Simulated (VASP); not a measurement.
# B (Fd-3m) in VASP: vibrations by perturbation theory with PBE

Aim: the vibrations by perturbation theory of B with PBE.

Program: VASP 6.6.1. These are calculated values, not measurements. Logs are shortened: lines on timing, memory, paths and dates and some standing lists are left out, and cuts for length are marked.

### 1 The cell of the first run

Symmetry: Fd-3m, No. 227, cubic system. Conventional cell: a = 4.051 Å, b = 4.051 Å, c = 4.051 Å, α = 90.00°, β = 90.00°, γ = 90.00°. B (site symmetry -43m) has 4 B at 1.75 Å within 2.3 Å.

### 2 Vibrations by perturbation theory, PBE

Contents of INCAR:

```
  ALGO = Normal
  EDIFF = 1E-8
  ENCUT = 500
  GGA = PE
  GGA_COMPAT = False
  IBRION = 8
  ISIF = 2
  ISMEAR = -1
  LASPH = True
  LCHARG = False
  LREAL = False
  LWAVE = False
  NELM = 120
  NSW = 1
  PREC = Accurate
  SIGMA = 0.1
```

Contents of KPOINTS:

```
k-points
0
Gamma
  4 4 4
```

Contents of POSCAR:

```
B
1.0
    0.0000000000      2.0257100000      2.0257100000
    2.0257100000      0.0000000000      2.0257100000
    2.0257100000      2.0257100000      0.0000000000
B
2
Direct
    0.0000000000      0.0000000000      0.0000000000
    0.2500000000      0.2500000000      0.2500000000
```

Potentials or basis: VASP PAW PBE potentials, release 64 (B).

On the command line:

```
$ cat potpaw_PBE.64/B/POTCAR > POTCAR
$ mpirun -np 1 vasp_std > vasp.out
```

OUTCAR:

```text
EDIFF = 1E-8
   ENCUT = 500
   GGA = PE
   IBRION = 8
   ISIF = 2
   ISMEAR = -1
   LASPH = True
   LREAL = False
   NELM = 120
   NSW = 1
   PREC = Accurate

 ion  position               nearest neighbor table
   1  0.000  0.000  0.000-   2 1.75   2 1.75   2 1.75   2 1.75
   2  0.250  0.250  0.250-   1 1.75   1 1.75   1 1.75   1 1.75

  LATTYP: Found a face centered cubic cell.
 ALAT       =     4.0514200000

  Lattice vectors:

 A1 = (   0.0000000000,   2.0257100000,   2.0257100000)
 A2 = (   2.0257100000,   0.0000000000,   2.0257100000)
 A3 = (   2.0257100000,   2.0257100000,   0.0000000000)

Analysis of symmetry for initial positions (statically):
=====================================================================
 Subroutine PRICEL returns:
 Original cell was already a primitive cell.

 Routine SETGRP: Setting up the symmetry group for a
 face centered cubic supercell.

 Subroutine GETGRP returns: Found 48 space group operations
 (whereof 24 operations were pure point group operations)
 out of a pool of 48 trial point group operations.

The static configuration has the point symmetry T_d .
 The point group associated with its full space group is O_h .

Analysis of symmetry for dynamics (positions and initial velocities):
=====================================================================
 Subroutine PRICEL returns:
 Original cell was already a primitive cell.

 Routine SETGRP: Setting up the symmetry group for a
 face centered cubic supercell.

 Subroutine GETGRP returns: Found 48 space group operations
 (whereof 24 operations were pure point group operations)
 out of a pool of 48 trial point group operations.

The dynamic configuration has the point symmetry T_d .
 The point group associated with its full space group is O_h .

 Subroutine INISYM returns: Found 48 space group operations
 (whereof 24 operations are pure point group operations),
 and found     1 'primitive' translations

----------------------------------------------------------------------------------------

                                     Primitive cell

  volume of cell :      16.6250

  direct lattice vectors                    reciprocal lattice vectors
     0.000000000  2.025710000  2.025710000    -0.246827038  0.246827038  0.246827038
     2.025710000  0.000000000  2.025710000     0.246827038 -0.246827038  0.246827038
     2.025710000  2.025710000  0.000000000     0.246827038  0.246827038 -0.246827038

  length of vectors
     2.864786555  2.864786555  2.864786555     0.427516971  0.427516971  0.427516971

  position of ions in fractional coordinates (direct lattice)
     0.000000000  0.000000000  0.000000000
     0.250000000  0.250000000  0.250000000

  ion indices of the primitive-cell ions
   primitive index   ion index
                 1           1
                 2           2

----------------------------------------------------------------------------------------

 KPOINTS: k-points

Automatic generation of k-mesh.
 Grid dimensions read from file:
 generate k-points for:    4    4    4

 Generating k-lattice:

  Cartesian coordinates                     Fractional coordinates (reciprocal lattice)
    -0.061706760  0.061706760  0.061706760     0.250000000  0.000000000  0.000000000
     0.061706760 -0.061706760  0.061706760     0.000000000  0.250000000  0.000000000
     0.061706760  0.061706760 -0.061706760     0.000000000  0.000000000  0.250000000

  Length of vectors
     0.106879243  0.106879243  0.106879243

  Shift w.r.t. Gamma in fractional coordinates (k-lattice)
     0.000000000  0.000000000  0.000000000

 Subroutine IBZKPT returns following result:
 ===========================================

 Found      8 irreducible k-points:

 Following reciprocal coordinates:
            Coordinates               Weight
  0.000000  0.000000  0.000000      1.000000
  0.250000  0.000000  0.000000      8.000000
  0.500000  0.000000  0.000000      4.000000
  0.250000  0.250000  0.000000      6.000000
  0.500000  0.250000  0.000000     24.000000
 -0.250000  0.250000  0.000000     12.000000
  0.500000  0.500000  0.000000      3.000000
 -0.250000  0.500000  0.250000      6.000000
   k-points           NKPTS =      8   k-points in BZ     NKDIM =      8   number of bands    NBANDS=      7
   number of dos      NEDOS =    301   number of ions     NIONS =      2
   total plane-waves  NPLWV =  13824
   dimension x,y,z NGX =    24 NGY =   24 NGZ =   24
   dimension x,y,z NGXF=    48 NGYF=   48 NGZF=   48
   ions per type =               2
   NGX,Y,Z   is equivalent  to a cutoff of  13.93, 13.93, 13.93 a.u.
   NGXF,Y,Z  is equivalent  to a cutoff of  27.85, 27.85, 27.85 a.u.
 SYSTEM =  unknown system
   PREC   = accura    normal or accurate (medium, high low for compatibility)
   ISTART =      0    job   : 0-new  1-cont  2-samecut
   ICHARG =      2    charge: 1-file 2-atom 10-const
   ISPIN  =      1    spin polarized calculation?
   LNONCOLLINEAR =      F non collinear calculations
   LSORBIT =      F    spin-orbit coupling
   LASPH  =      T    aspherical Exc in radial PAW
   ENCUT  =  500.0 eV  36.75 Ry    6.06 a.u.   5.22  5.22  5.22*2*pi/ulx,y,z
   NELM   =    120;   NELMIN=  2; NELMDL= -5     # of ELM steps
   EDIFF  = 0.1E-07   stopping-criterion for ELM
   LREAL  =      F    real-space projection
   EDIFFG = 0.1E-06   stopping-criterion for IOM
   NSW    =      1    number of steps for IOM
   IBRION =      8    ionic relax: 0-MD 1-quasi-New 2-CG
   NFREE  =      0    steps in history (QN), initial steepest desc. (CG)
   ISIF   =      2    stress and relaxation
   ISYM   =      2    0-nonsym 1-usesym 2-fastsym
   POTIM  = 0.5000    time-step for ionic-motion
   TEBEG  =    0.0;   TEEND  =   0.0 temperature during run
   PSTRESS=    0.0 pullay stress
   NELECT =       6.0000    total number of electrons
   NUPDOWN=      -1.0000    fix difference up-down
   EMIN   =  10.00;   EMAX   =-10.00  energy-range for DOS
   EFERMI =   0.00;   METHOD = LEGACY
   ISMEAR =    -1;   SIGMA  =   0.10  broadening in eV -4-tet -1-fermi 0-gaus
   EFERMI_NEDOS =   21; number of points for ismear=-14 and -15
   IALGO  =     38    algorithm
   IMIX   =      4    mixing-type and parameters
     AMIX     =   0.40;   BMIX     =  1.00
     AMIX_MAG =   1.60;   BMIX_MAG =  1.00
  volume/ion in A,a.u.               =       8.31        56.10
  Fermi-wavevector in a.u.,A,eV,Ry     =   1.165569  2.202606 18.484209  1.358551
  Thomas-Fermi vector in A             =   2.302093
   LORBIT       =      0    0 simple, 1 ext, 2 COOP (PROOUT), +10 PAW based schemes
   GGA     = PE    functional components
   LHFCALC =     F    Hartree Fock is set to
   AEXX    =    0.0000 exact exchange contribution
   IVDW    =     0    specifies the selected vdW correction
   LEPSILON=     F    determine dielectric tensor
   LRPA    =     F    only Hartree local field effects (RPA)
 non-spin polarized calculation
  energy-cutoff  :      500.00
  volume of cell :       16.63
 maximum number of plane-waves:       444
 NGX is ok and might be reduce to    24
   NGX = 11   NGY = 11   NGZ = 11

--------------------------------------- Ionic step        1  -------------------------------------------

 number of electron       6.0000000 magnetization

 Free energy of the ion-electron system (eV)
  ---------------------------------------------------
  ext. energy  EPLUGINS =         0.00000000
  ---------------------------------------------------
  free energy    TOTEN  =       -11.64009346 eV

  energy without entropy =      -11.59311638  energy(sigma->0) =      -11.61660492

 E-fermi :   3.7367     XC(G=0): -11.2027

 val. band max:        3.6494984824   @ k =   0.5000   0.2500   0.0000
 cond. band min:       4.2508504477   @ k =   0.2500   0.2500   0.0000
 fundamental gap:      0.6013519654
 Fermi energy:         3.7367012260

 k-point     1 :       0.0000    0.0000    0.0000
  band No.  band energies     occupation
      1      -9.1267      2.00000
      2       7.7800      0.00000
      3       7.7800      0.00000
      4       7.7800      0.00000
      5      11.9274      0.00000
      6      11.9274      0.00000
      7      11.9274      0.00000
[... 61 lines left out ...]
 k-point     8 :      -0.2500    0.5000    0.2500
  band No.  band energies     occupation
      1      -1.3854      2.00000
      2      -1.3854      2.00000
      3       0.6083      2.00000
      4       0.6083      2.00000
      5      15.4457      0.00000
      6      15.4457      0.00000
      7      18.1098      0.00000

------------------------ aborting loop because EDIFF is reached ----------------------------------------

  FORCE on cell =-STRESS in cart. coord.  units (eV):
  Direction    XX          YY          ZZ          XY          YZ          ZX
  --------------------------------------------------------------------------------------
  -------------------------------------------------------------------------------------
  Total       -0.0546102     -0.0546102     -0.0546102     -0.0000000     -0.0000000      0.0000000
  in kB       -5.2628658     -5.2628658     -5.2628658     -0.0000000     -0.0000000      0.0000000
  external PRESSURE =      -5.2628658 kB  Pullay stress =       0.0000000 kB

 VOLUME and BASIS-vectors are now :
 -----------------------------------------------------------------------------
  energy-cutoff  :      500.00
  volume of cell :       16.63
      direct lattice vectors                 reciprocal lattice vectors
     0.000000000  2.025710000  2.025710000    -0.246827038  0.246827038  0.246827038
     2.025710000  0.000000000  2.025710000     0.246827038 -0.246827038  0.246827038
     2.025710000  2.025710000  0.000000000     0.246827038  0.246827038 -0.246827038

 POSITION                                       TOTAL-FORCE (eV/Angst)
 -----------------------------------------------------------------------------------
      0.00000      0.00000      0.00000         0.000000     -0.000000      0.000000
      1.01286      1.01286      1.01286        -0.000000      0.000000     -0.000000
 -----------------------------------------------------------------------------------
    total drift:                               -0.000000      0.000000      0.000000

  FREE ENERGIE OF THE ION-ELECTRON SYSTEM (eV)
  ---------------------------------------------------
  free  energy   TOTEN  =       -11.6400934619 eV

  energy  without entropy=      -11.5931163849  energy(sigma->0) =      -11.61660492

[... ionic steps 2 to 3 ...]

--------------------------------------- Ionic step        4  -------------------------------------------

 Free energy of the ion-electron system (eV)
  ---------------------------------------------------
  ---------------------------------------------------
  free energy    TOTEN  =        -0.03880930 eV

  energy without entropy =       -0.03880930

------------------------ aborting loop because EDIFF is reached ----------------------------------------

 INTERNAL STRAIN TENSOR  FOR ION    1  DIRECTION 1   (eV/Angst):
 -----------------------------------------------------------------------------
    -0.00095  0.00000  0.00000
     0.00000  0.00038 19.46697
    -0.00000 19.46697  0.00038

 INTERNAL STRAIN TENSOR FOR ION    2 for displacements in x,y,z  (eV/Angst):
          X           Y           Z          XY          YZ          ZX
  --------------------------------------------------------------------------------
  x     0.00000     0.00000     0.00000     0.00000   -19.46697     0.00000
  y     0.00000     0.00000     0.00000    -0.00000     0.00000   -19.46697
  z     0.00000     0.00000     0.00000   -19.46697     0.00000     0.00000

 SECOND DERIVATIVES (NOT SYMMETRIZED)
 ------------------------------------
               1X          1Y          1Z          2X          2Y          2Z
  1X    -5.804844    0.000000    0.000000    5.804844    0.000000    0.000000
  1Y     0.000000   -5.804844    0.000000    0.000000    5.804844    0.000000
  1Z     0.000000    0.000000   -5.804844    0.000000    0.000000    5.804844
  2X     5.804844    0.000000    0.000000   -5.804844    0.000000    0.000000
  2Y     0.000000    5.804844    0.000000    0.000000   -5.804844    0.000000
  2Z     0.000000    0.000000    5.804844    0.000000    0.000000   -5.804844

 Eigenvectors and eigenvalues of the dynamical matrix
 ----------------------------------------------------

   1 f  =   16.200487 THz   101.790662 2PiTHz  540.390079 cm-1    66.999801 meV
             X         Y         Z           dx          dy          dz
      0.000000  0.000000  0.000000     0.000000   -0.707107    0.000000
      1.012855  1.012855  1.012855     0.000000    0.707107    0.000000

   2 f  =   16.200487 THz   101.790662 2PiTHz  540.390079 cm-1    66.999801 meV
             X         Y         Z           dx          dy          dz
      0.000000  0.000000  0.000000    -0.707107    0.000000    0.000000
      1.012855  1.012855  1.012855     0.707107    0.000000    0.000000
[... 11 lines left out ...]
   5 f  =    0.000000 THz     0.000000 2PiTHz    0.000000 cm-1     0.000000 meV
             X         Y         Z           dx          dy          dz
      0.000000  0.000000  0.000000     0.000000    0.707107    0.000000
      1.012855  1.012855  1.012855     0.000000    0.707107    0.000000

   6 f  =    0.000000 THz     0.000000 2PiTHz    0.000000 cm-1     0.000000 meV
             X         Y         Z           dx          dy          dz
      0.000000  0.000000  0.000000     0.000000    0.000000    0.707107
      1.012855  1.012855  1.012855     0.000000    0.000000    0.707107

--------------------------------------------------------------------------------------------------------

 ELASTIC MODULI CONTR FROM IONIC RELAXATION (kBar)
 Direction    XX          YY          ZZ          XY          YZ          ZX
 --------------------------------------------------------------------------------
 XX           0.0000      0.0000      0.0000      0.0000      0.0000      0.0000
 YY           0.0000      0.0000      0.0000      0.0000      0.0000      0.0000
 ZZ           0.0000      0.0000      0.0000      0.0000      0.0000      0.0000
 XY           0.0000      0.0000      0.0000  -6291.5081      0.0000      0.0000
 YZ           0.0000      0.0000      0.0000      0.0000  -6291.5081      0.0000
 ZX           0.0000      0.0000      0.0000      0.0000      0.0000  -6291.5081
 --------------------------------------------------------------------------------
```

Run time: 8.9 s. Hardware: 1 thread of Intel Xeon 6975P-C (Granite Rapids), shared host; peak memory 0.13 GiB.

Results:

```
Highest phonon frequency at Γ : 540 cm⁻¹
```

Phonon frequencies in cm⁻¹ (negative: imaginary):
```
              q point        frequencies
(0.000, 0.000, 0.000)  0 0 0 540 540 540
```

Caveat: the k points lie up to 0.67 Å⁻¹ apart.
